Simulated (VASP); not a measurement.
Set up this calculation in VASP 6.6.1, as the native input.

```
Task                   : single point
Functional             : r2SCAN
Potentials or basis    : VASP PAW PBE potentials, release 64 (Ca_sv)
Cutoff                 : 520 eV
k mesh                 : 11 × 11 × 11
Occupations            : fermi-dirac, width 0.15 eV
Spin                   : no spin polarisation
Dipole correction      : no
Further INCAR settings : ALGO = Normal; EDIFF = 1e-06; NBANDS = 11
```

Ca:

```
Ca
1.0
    -2.21760    2.21760    2.24000
     2.21760   -2.21760    2.24000
     2.26240    2.26240   -2.24000
Ca
1
Direct
  0.00000 0.00000 0.00000
```

One way to write it, as run:

POSCAR

```
Ca
1.0
   -2.2176000000      2.2176000000      2.2400000000
    2.2176000000     -2.2176000000      2.2400000000
    2.2624000000      2.2624000000     -2.2400000000
Ca
1
Direct
    0.0000000000      0.0000000000      0.0000000000
```

INCAR.step1

```
SYSTEM = Ca
ALGO = Normal
EDIFF = 1E-4
ENCUT = 520
GGA = PE
ISMEAR = -1
LASPH = .TRUE.
LCHARG = .FALSE.
LREAL = .FALSE.
LWAVE = .TRUE.
NBANDS = 11
NELM = 100
PREC = Accurate
SIGMA = 0.15
```

INCAR.step2

```
SYSTEM = Ca
ALGO = Normal
EDIFF = 1E-6
ENCUT = 520
ISIF = 2
ISMEAR = -1
ISTART = 1
LASPH = .TRUE.
LCHARG = .FALSE.
LMIXTAU = .TRUE.
LREAL = .FALSE.
LWAVE = .FALSE.
METAGGA = R2SCAN
NBANDS = 11
NELM = 100
PREC = Accurate
SIGMA = 0.15
```

KPOINTS

```
k-points
0
G
  11 11 11
  0 0 0
```

Potentials or basis: VASP PAW PBE potentials, release 64 (Ca_sv).

Launch:

```sh
$ cat potpaw_PBE.64/Ca_sv/POTCAR > POTCAR
$ cp INCAR.step1 INCAR
$ mpirun -np 1 vasp_std > vasp.out
$ cp INCAR.step2 INCAR
$ mpirun -np 1 vasp_std > vasp.out
```

It gave:

The pressure is -0.6 GPa and the band gap on the k mesh is zero (bands 5 and 6 overlap by 0.51 eV).

Caveat: the PAW data sets were made with another functional, which shifts forces and pressure a little.

Run time: 3.3 min on 1 thread of AMD EPYC 9R45 96-Core Processor (Zen 5) (shared host), peak memory 0.21 GiB.
